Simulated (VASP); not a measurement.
# GaB (P4/mmm) in VASP: a series of runs, part 2 of 2

VASP 6.6.1. The steps go on from the part before.

### Step 4. Single point, PBE

INCAR

```
SYSTEM = GaB
PREC = Accurate ; ENCUT = 520
EDIFF = 1E-6 ; ISMEAR = 0
SIGMA = 0.011 ; LREAL = .False.
LASPH = .True. ; NELM = 60
ALGO = Normal ; ISIF = 2
LWAVE = .False. ; LCHARG = .False.
GGA = PE ; NBANDS = 15
```

KPOINTS

```
Automatic mesh
0
Gamma
  10 10 8
  0 0 0
```

POSCAR

```
GaB
1.0
    2.7182400000      0.0000000000      0.0000000000
    0.0000000000      2.7182400000      0.0000000000
    0.0000000000      0.0000000000      3.2362100000
Ga B
1 1
Direct
    0.5000000000      0.5000000000      0.5000000000
    0.0000000000      0.0000000000      0.0000000000
```

Potentials or basis: VASP PAW PBE potentials, release 64 (Ga_d, B).

On the command line:

```bash
> cat potpaw_PBE.64/Ga_d/POTCAR potpaw_PBE.64/B/POTCAR > POTCAR
> mpirun -np 1 vasp_std > vasp.out
```

OUTCAR:

```text
SYSTEM = GaB
   PREC = Accurate
   ENCUT = 520
   EDIFF = 1E-6
   ISMEAR = 0
   LREAL = .False.
   LASPH = .True.
   NELM = 60
   ISIF = 2
   GGA = PE

 ion  position               nearest neighbor table
   1  0.500  0.500  0.500-   2 2.51   2 2.51   2 2.51   2 2.51   2 2.51   2 2.51   2 2.51   2 2.51

   2  0.000  0.000  0.000-   1 2.51   1 2.51   1 2.51   1 2.51   1 2.51   1 2.51   1 2.51   1 2.51

  LATTYP: Found a simple tetragonal cell.
 ALAT       =     2.7182400000
 C/A-ratio  =     1.1905534463

  Lattice vectors:

 A1 = (   2.7182400000,   0.0000000000,   0.0000000000)
 A2 = (   0.0000000000,   2.7182400000,   0.0000000000)
 A3 = (   0.0000000000,   0.0000000000,   3.2362100000)

Analysis of symmetry for initial positions (statically):
=====================================================================
 Subroutine PRICEL returns:
 Original cell was already a primitive cell.

 Routine SETGRP: Setting up the symmetry group for a
 simple tetragonal supercell.

 Subroutine GETGRP returns: Found 16 space group operations
 (whereof 16 operations were pure point group operations)
 out of a pool of 16 trial point group operations.

The static configuration has the point symmetry D_4h.

Analysis of symmetry for dynamics (positions and initial velocities):
=====================================================================
 Subroutine PRICEL returns:
 Original cell was already a primitive cell.

 Routine SETGRP: Setting up the symmetry group for a
 simple tetragonal supercell.

 Subroutine GETGRP returns: Found 16 space group operations
 (whereof 16 operations were pure point group operations)
 out of a pool of 16 trial point group operations.

The dynamic configuration has the point symmetry D_4h.

 Subroutine INISYM returns: Found 16 space group operations
 (whereof 16 operations are pure point group operations),
 and found     1 'primitive' translations

----------------------------------------------------------------------------------------

                                     Primitive cell

  volume of cell :      23.9118

[... 113 lines left out ...]
   GGA     = PE    functional components
   LHFCALC =     F    Hartree Fock is set to
   AEXX    =    0.0000 exact exchange contribution
   IVDW    =     0    specifies the selected vdW correction
   LEPSILON=     F    determine dielectric tensor
   LRPA    =     F    only Hartree local field effects (RPA)
 non-spin polarized calculation
 Gauss-broadening in eV      SIGMA  =   0.01
  energy-cutoff  :      520.00
  volume of cell :       23.91
 maximum number of plane-waves:       664
   NGX = 11   NGY = 11   NGZ = 13

 number of electron      16.0000024 magnetization

 Free energy of the ion-electron system (eV)
  ---------------------------------------------------
  ext. energy  EPLUGINS =         0.00000000
  ---------------------------------------------------
  free energy    TOTEN  =        -7.14829770 eV

  energy without entropy =       -7.14829665  energy(sigma->0) =       -7.14829717

 E-fermi :   6.8669     XC(G=0): -11.9002

 val. band max:        6.8445973947   @ k =   0.3000   0.3000   0.5000
 cond. band min:       6.8908981750   @ k =   0.3000   0.3000   0.1250
 fundamental gap:      0.0463007803
 Fermi energy:         6.8669092001

 k-point     1 :       0.0000    0.0000    0.0000
  band No.  band energies     occupation
      1      -8.4147      2.00000
      2      -8.2557      2.00000
      3      -7.9434      2.00000
      4      -7.9434      2.00000
      5      -7.8994      2.00000
      6      -6.4394      2.00000
      7       5.2198      2.00000
      8       8.7874      0.00000
      9       9.5844      0.00000
     10       9.5844      0.00000
     11      16.0469      0.00000
     12      16.4586      0.00000
     13      20.1249      0.00000
     14      21.2912      0.00000
[... 401 lines left out ...]
      2      -8.1667      2.00000
      3      -8.0382      2.00000
      4      -7.9548      2.00000
      5      -7.9426      2.00000
      6      -5.4445      2.00000
      7       4.3638      2.00000
      8       5.7718      2.00000
      9      10.3726      0.00000
     10      11.1245      0.00000
     11      15.5909      0.00000
     12      17.0761      0.00000
     13      18.7679      0.00000
     14      20.2582      0.00000
     15      22.9613      0.00000

 [... further k-points ...]
[... 5 lines left out ...]
  --------------------------------------------------------------------------------------
  -------------------------------------------------------------------------------------
  Total        0.1136638      0.1136638     -0.1935583      0.0000000      0.0000000      0.0000000
  in kB        7.6158863      7.6158863    -12.9691056      0.0000000      0.0000000      0.0000000
  external PRESSURE =       0.7542223 kB  Pullay stress =       0.0000000 kB

 VOLUME and BASIS-vectors are now :
 -----------------------------------------------------------------------------
  energy-cutoff  :      520.00
  volume of cell :       23.91
      direct lattice vectors                 reciprocal lattice vectors
     2.718240000  0.000000000  0.000000000     0.367885102  0.000000000  0.000000000
     0.000000000  2.718240000  0.000000000     0.000000000  0.367885102  0.000000000
     0.000000000  0.000000000  3.236210000     0.000000000  0.000000000  0.309003433

 POSITION                                       TOTAL-FORCE (eV/Angst)
 -----------------------------------------------------------------------------------
      1.35912      1.35912      1.61810         0.000000      0.000000      0.000000
      0.00000      0.00000      0.00000         0.000000      0.000000      0.000000
 -----------------------------------------------------------------------------------
    total drift:                               -0.000000      0.000000      0.000000

  FREE ENERGIE OF THE ION-ELECTRON SYSTEM (eV)
  ---------------------------------------------------
  free  energy   TOTEN  =        -7.1482976957 eV

  energy  without entropy=       -7.1482966477  energy(sigma->0) =       -7.14829717
```

Run time: 20 s. Hardware: 1 thread of Intel Xeon Platinum 8259CL at 2.50GHz (Skylake/Cascade Lake), shared host; peak memory 0.15 GiB.

Results:

- Free energy: -7.1483 eV
- Pressure: 0.1 GPa
- Band gap on the k mesh: zero (bands 8 and 9 overlap by 8.55 eV)

Stress tensor (GPa, compression positive):
```
 0.76  0.00  0.00
 0.00  0.76  0.00
 0.00  0.00 -1.30
```

### Step 5. Single point, PBE

This run uses another cell than the first one, of 11.48 Å³/atom.

INCAR

```
SYSTEM = GaB
PREC     = Accurate       ! precision mode
ENCUT    = 520            ! plane-wave cutoff, eV
EDIFF    = 1E-6           ! SCF threshold, eV
ISMEAR   = -1             ! smearing method
SIGMA    = 0.05           ! smearing width, eV
LREAL    = .FALSE.        ! projectors in reciprocal space
LASPH    = .TRUE.         ! aspherical terms in the spheres
NELM     = 80             ! most SCF steps
ALGO     = Normal         ! electronic algorithm
ISIF     = 2              ! what is computed and relaxed
LWAVE    = .FALSE.        ! write WAVECAR
LCHARG   = .TRUE.         ! write CHGCAR
GGA      = PE             ! functional
LELF     = .TRUE.         ! ELF
LVHAR    = .TRUE.       
NBANDS   = 15             ! bands
```

KPOINTS

```
regular mesh
0
G
  8 8 7
  0 0 0
```

Changes to POSCAR since step 4:

```diff
@@ -4,3 +4,3 @@
     0.0000000000      2.7182400000      0.0000000000
-    0.0000000000      0.0000000000      3.2362100000
+    0.0000000000      0.0000000000      3.1067616000
 Ga B
```

Potentials or basis: VASP PAW PBE potentials, release 64 (Ga_d, B).

On the command line:

```bash
> cat potpaw_PBE.64/Ga_d/POTCAR potpaw_PBE.64/B/POTCAR > POTCAR
> mpirun -np 1 vasp_std > vasp.out
```

OUTCAR:

```text
SYSTEM = GaB
   PREC = Accurate
   ENCUT = 520
   EDIFF = 1E-6
   ISMEAR = -1
   LREAL = .FALSE.
   LASPH = .TRUE.
   NELM = 80
   ISIF = 2
   GGA = PE

 ion  position               nearest neighbor table
   1  0.500  0.500  0.500-   2 2.47   2 2.47   2 2.47   2 2.47   2 2.47   2 2.47   2 2.47   2 2.47

   2  0.000  0.000  0.000-   1 2.47   1 2.47   1 2.47   1 2.47   1 2.47   1 2.47   1 2.47   1 2.47

  LATTYP: Found a simple tetragonal cell.
 ALAT       =     2.7182400000
 C/A-ratio  =     1.1429313085

  Lattice vectors:

[... 610 lines left out ...]
     11      14.5389      0.00000
     12      15.3999      0.00000
     13      18.4928      0.00000
     14      21.5665      0.00000
     15      24.5175      0.00000

 [... further k-points ...]
[... 5 lines left out ...]
  --------------------------------------------------------------------------------------
  -------------------------------------------------------------------------------------
  Total        0.7387507      0.7387507      1.1961874      0.0000000      0.0000000      0.0000000
  in kB       51.5614283     51.5614283     83.4884274      0.0000000      0.0000000      0.0000000
  external PRESSURE =      62.2037614 kB  Pullay stress =       0.0000000 kB

 VOLUME and BASIS-vectors are now :
 -----------------------------------------------------------------------------
  energy-cutoff  :      520.00
  volume of cell :       22.96
      direct lattice vectors                 reciprocal lattice vectors
     2.718240000  0.000000000  0.000000000     0.367885102  0.000000000  0.000000000
     0.000000000  2.718240000  0.000000000     0.000000000  0.367885102  0.000000000
     0.000000000  0.000000000  3.106761600     0.000000000  0.000000000  0.321878576

 POSITION                                       TOTAL-FORCE (eV/Angst)
 -----------------------------------------------------------------------------------
      1.35912      1.35912      1.55338         0.000000      0.000000      0.000000
      0.00000      0.00000      0.00000         0.000000      0.000000      0.000000
 -----------------------------------------------------------------------------------
    total drift:                               -0.000000      0.000000      0.000000

  FREE ENERGIE OF THE ION-ELECTRON SYSTEM (eV)
  ---------------------------------------------------
  free  energy   TOTEN  =        -7.1285110684 eV

  energy  without entropy=       -7.1231015377  energy(sigma->0) =       -7.12580630
```

stdout:

```text
POSCAR found type information on POSCAR GaB
 POSCAR found :  2 types and       2 ions
 scaLAPACK will be used
 LDA part: xc-table for (Slater+PW92), standard interpolation
 POSCAR, INCAR and KPOINTS ok, starting setup
 FFT: planning ... GRIDC
 FFT: planning ... GRID_SOFT
 FFT: planning ... GRID
 WAVECAR not read
 entering main loop
```

Wall time 23 s (1 thread of Intel Xeon 8259CL, shared host); peak memory 0.14 GiB.

Results:

* Free energy: -7.1285 eV
* Pressure: 6.2 GPa
* Band gap on the k mesh: zero (bands 8 and 9 overlap by 7.49 eV)

Stress tensor (GPa, compression positive):
```
5.16 0.00 0.00
0.00 5.16 0.00
0.00 0.00 8.35
```

Caveat: the cell stands under pressure.

### Step 6. The runs side by side

| task | cell | k mesh | cutoff (eV) | smearing | gap on the mesh (eV) | pressure (GPa) |
| --- | --- | --- | --- | --- | --- | --- |
| single point | a = 2.725, b = 2.725, c = 3.219 Å, 2 atoms | 10 × 10 × 8 | 520 | fermi-dirac 0.05 eV | none | 0.1 |
| relaxation of cell and atoms | relaxed from a = 2.718, b = 2.718, c = 3.236 Å, 2 atoms | 10 × 10 × 8 | 600 | fermi-dirac 0.05 eV | none | -0.1 |
| single point | a = 2.718, b = 2.718, c = 3.236 Å, 2 atoms | 10 × 10 × 8 | 520 | gaussian 0.011 eV | none | 0.1 |
| single point | a = 2.718, b = 2.718, c = 3.107 Å, 2 atoms | 8 × 8 × 7 | 520 | fermi-dirac 0.05 eV | none | 6.2 |

Alike in all rows: level PBE; potentials or basis VASP PAW PBE potentials, release 64 (Ga_d, B); no spin polarisation.

Caveats: the cell stands under pressure (at least some runs).

Total energies depend on the potentials used, so only differences within one code and one set of settings carry meaning.
